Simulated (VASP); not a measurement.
## PbF2: single point with PBE+D3(BJ)

The system is PbF2.

```xyz
3
Lattice="0.0000 2.9699 2.9699 2.9699 0.0000 2.9699 2.9699 2.9699 0.0000" Properties=species:S:1:pos:R:3 pbc="T T T"
Pb    0.0000    0.0000    0.0000
F     1.4849    1.4849    1.4849
F     4.4548    4.4548    4.4548
```

```yaml
Program: VASP 6.6.1
Task: single point
Functional: PBE
Dispersion: D3(BJ)
Potentials_or_basis: VASP PAW PBE potentials, release 64 (Pb_d, F)
Cutoff: 520 eV
k_mesh: 8 × 8 × 8
Occupations: gaussian, width 0.05 eV
Spin: no spin polarisation
```

```
Pressure                   : 0.6 GPa
Band gap on the k mesh     : 4.42 eV, indirect (least direct gap 4.56 eV)
Dispersion energy per atom : -0.153 eV
```

Levels at points of the mesh, in eV from the valence-band top:
```
           k point  band 12  band 13  band 14  band 15  band 16  band 17
(0.00, 0.00, 0.00)    -1.94    -1.94    -1.94     6.77     6.77     6.77
(0.50, 0.00, 0.00)    -2.11    -2.11    -0.03     5.03     7.65     7.65
(0.50, 0.50, 0.00)    -1.52    -1.52    -0.15     4.42     7.88     7.88
```

It took 15 s on 1 thread of Intel(R) Xeon(R) Platinum 8488C (Sapphire Rapids), with other jobs on the host, peak memory 0.2 GiB.

Caveat: spin-orbit coupling is left out, which moves the levels of the heavy elements. Expect the measured gap to be larger: semilocal functionals such as PBE lack the derivative discontinuity.
